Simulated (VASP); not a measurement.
# SiC (Moissanite) (P6_3mc) in VASP: further runs, part 2 of 2

VASP 6.6.1.

## (3) Single point, PBE

Input file INCAR:

```
PREC = Accurate
ENCUT = 520
EDIFF = 1E-7
ISMEAR = -1
SIGMA = 0.02
LREAL = False
LASPH = True
NELM = 80
ALGO = Normal
ISIF = 2
LWAVE = False
LCHARG = False
GGA = PE
NBANDS = 16
```

Input file KPOINTS:

```
regular mesh
0
Gamma
  12 12 4
```

Input file POSCAR:

```
SiC
1.0
    3.0760000000      0.0000000000      0.0000000000
   -1.5380000000      2.6638941420      0.0000000000
    0.0000000000      0.0000000000      5.0480000000
Si C
2 2
Direct
    0.3333333333      0.6666666667      0.0000000000
    0.6666666667      0.3333333333      0.5000000000
    0.3333333333      0.6666666667      0.3850000000
    0.6666666667      0.3333333333      0.8850000000
```

Potentials or basis: VASP PAW PBE potentials, release 64 (Si, C).

On the command line:

```sh
$ cat potpaw_PBE.64/Si/POTCAR potpaw_PBE.64/C/POTCAR > POTCAR
$ mpirun -np 1 vasp_std > vasp.out
```

OUTCAR:

```text
PREC = Accurate
   ENCUT = 520
   EDIFF = 1E-7
   ISMEAR = -1
   LREAL = False
   LASPH = True
   NELM = 80
   ISIF = 2
   GGA = PE

 ion  position               nearest neighbor table
   1  0.333  0.667  0.000-   4 1.87   4 1.87   4 1.87   3 1.94   2 3.09   2 3.09   2 3.09   2 3.09
                             2 3.09   2 3.09
   2  0.667  0.333  0.500-   3 1.87   3 1.87   3 1.87   4 1.94   1 3.09   1 3.09   1 3.09   1 3.09
                             1 3.09   1 3.09
   3  0.333  0.667  0.385-   2 1.87   2 1.87   2 1.87   1 1.94
   4  0.667  0.333  0.885-   1 1.87   1 1.87   1 1.87   2 1.94

  LATTYP: Found a hexagonal cell.
 ALAT       =     3.0760000000
 C/A-ratio  =     1.6410923277

  Lattice vectors:

 A1 = (   3.0760000000,   0.0000000000,   0.0000000000)
 A2 = (  -1.5380000000,   2.6638941420,   0.0000000000)
 A3 = (   0.0000000000,   0.0000000000,   5.0480000000)

Analysis of symmetry for initial positions (statically):
=====================================================================
 Subroutine PRICEL returns:
 Original cell was already a primitive cell.

 Routine SETGRP: Setting up the symmetry group for a
 hexagonal supercell.

 Subroutine GETGRP returns: Found 12 space group operations
 (whereof  6 operations were pure point group operations)
 out of a pool of 24 trial point group operations.

The static configuration has the point symmetry C_3v.
 The point group associated with its full space group is C_6v.

Analysis of symmetry for dynamics (positions and initial velocities):
=====================================================================
 Subroutine PRICEL returns:
 Original cell was already a primitive cell.

 Routine SETGRP: Setting up the symmetry group for a
[... 127 lines left out ...]
   EFERMI_NEDOS =   21; number of points for ismear=-14 and -15
   IALGO  =     38    algorithm
   IMIX   =      4    mixing-type and parameters
     AMIX     =   0.40;   BMIX     =  1.00
     AMIX_MAG =   1.60;   BMIX_MAG =  1.00
  volume/ion in A,a.u.               =      10.34        69.78
  Fermi-wavevector in a.u.,A,eV,Ry     =   1.192817  2.254098 19.358549  1.422813
  Thomas-Fermi vector in A             =   2.328847
   LORBIT       =      0    0 simple, 1 ext, 2 COOP (PROOUT), +10 PAW based schemes
   GGA     = PE    functional components
   LHFCALC =     F    Hartree Fock is set to
   AEXX    =    0.0000 exact exchange contribution
   IVDW    =     0    specifies the selected vdW correction
   LEPSILON=     F    determine dielectric tensor
   LRPA    =     F    only Hartree local field effects (RPA)
 non-spin polarized calculation
  energy-cutoff  :      520.00
  volume of cell :       41.36
 maximum number of plane-waves:      1132
 NGX is ok and might be reduce to    24
   NGX = 11   NGY = 11   NGZ = 19

 number of electron      16.0000000 magnetization

 Free energy of the ion-electron system (eV)
  ---------------------------------------------------
  ext. energy  EPLUGINS =         0.00000000
  ---------------------------------------------------
  free energy    TOTEN  =       -30.06793162 eV

  energy without entropy =      -30.06793162  energy(sigma->0) =      -30.06793162

 E-fermi :   8.7613     XC(G=0): -11.3485

 val. band max:        8.4092072793   @ k =   0.0000   0.0000   0.0000
 cond. band min:      10.7321882625   @ k =   0.3333   0.3333   0.0000
 fundamental gap:      2.3229809832
 Fermi energy:         8.7613320141

 k-point     1 :       0.0000    0.0000    0.0000
  band No.  band energies     occupation
      1      -7.3152      2.00000
      2      -3.8130      2.00000
      3      -0.2832      2.00000
      4       6.8531      2.00000
      5       6.8531      2.00000
      6       8.1336      2.00000
[... 433 lines left out ...]
      3       1.0990      2.00000
      4       2.9427      2.00000
      5       3.3827      2.00000
      6       5.4572      2.00000
[... 8 lines left out ...]
     15      19.7726      0.00000
     16      20.0520      0.00000

 [... further k-points ...]

------------------------ aborting loop because EDIFF is reached ----------------------------------------

  FORCE on cell =-STRESS in cart. coord.  units (eV):
  Direction    XX          YY          ZZ          XY          YZ          ZX
  --------------------------------------------------------------------------------------
  -------------------------------------------------------------------------------------
  Total        1.3577700      1.3577700      0.1028709      0.0000000      0.0000000      0.0000000
  in kB       52.5913301     52.5913301      3.9845625      0.0000000      0.0000000      0.0000000
  external PRESSURE =      36.3890742 kB  Pullay stress =       0.0000000 kB

 VOLUME and BASIS-vectors are now :
 -----------------------------------------------------------------------------
  energy-cutoff  :      520.00
  volume of cell :       41.36
      direct lattice vectors                 reciprocal lattice vectors
     3.076000000  0.000000000  0.000000000     0.325097529  0.187695146  0.000000000
    -1.538000000  2.663894142  0.000000000     0.000000000  0.375390292  0.000000000
     0.000000000  0.000000000  5.048000000     0.000000000  0.000000000  0.198098257

 POSITION                                       TOTAL-FORCE (eV/Angst)
 -----------------------------------------------------------------------------------
     -0.00000      1.77593      0.00000        -0.000000      0.000000      0.751528
      1.53800      0.88796      2.52400         0.000000     -0.000000      0.751528
     -0.00000      1.77593      1.94348         0.000000     -0.000000     -0.751528
      1.53800      0.88796      4.46748        -0.000000      0.000000     -0.751528
 -----------------------------------------------------------------------------------
    total drift:                                0.000000      0.000000     -0.000271

  FREE ENERGIE OF THE ION-ELECTRON SYSTEM (eV)
  ---------------------------------------------------
  free  energy   TOTEN  =       -30.0679316194 eV

  energy  without entropy=      -30.0679316194  energy(sigma->0) =      -30.06793162
```

stdout:

```text
POSCAR found type information on POSCAR SiC
 POSCAR found :  2 types and       4 ions
 scaLAPACK will be used
 LDA part: xc-table for (Slater+PW92), standard interpolation
 POSCAR, INCAR and KPOINTS ok, starting setup
 FFT: planning ... GRIDC
 FFT: planning ... GRID_SOFT
 FFT: planning ... GRID
 WAVECAR not read
 entering main loop
```

Run time: 15 s. Hardware: 1 thread of Intel Xeon 6975P-C, shared host; peak memory 0.17 GiB.

What came out:

- Free energy: -30.0679 eV
- Pressure: 3.6 GPa
- Largest force: 0.752 eV/Å
- Band gap on the k mesh: 2.32 eV, indirect (least direct gap 4.08 eV)

Forces in eV/Å, atoms in the order of the input:
```
Si   0.000  0.000  0.752
Si   0.000  0.000  0.752
C    0.000  0.000 -0.752
C    0.000  0.000 -0.752
```

Levels at points of the mesh, in eV from the valence-band top:
```tsv
k point	band 5	band 6	band 7	band 8	band 9	band 10	band 11	band 12
(0.00, 0.00, 0.00)	-1.56	-0.28	-0.28	0.00	4.63	6.03	6.51	6.51
(0.50, 0.00, 0.00)	-5.43	-3.54	-3.26	-1.49	2.59	4.20	6.74	7.20
(0.00, 0.00, 0.50)	-0.97	-0.97	-0.97	-0.97	5.71	5.71	7.17	7.17
(0.50, 0.00, 0.50)	-2.69	-2.69	-2.34	-2.34	3.17	3.17	5.00	5.00
```

A k mesh can miss the band edges. PBE gaps usually lie below the measured ones, often by a third to a half.
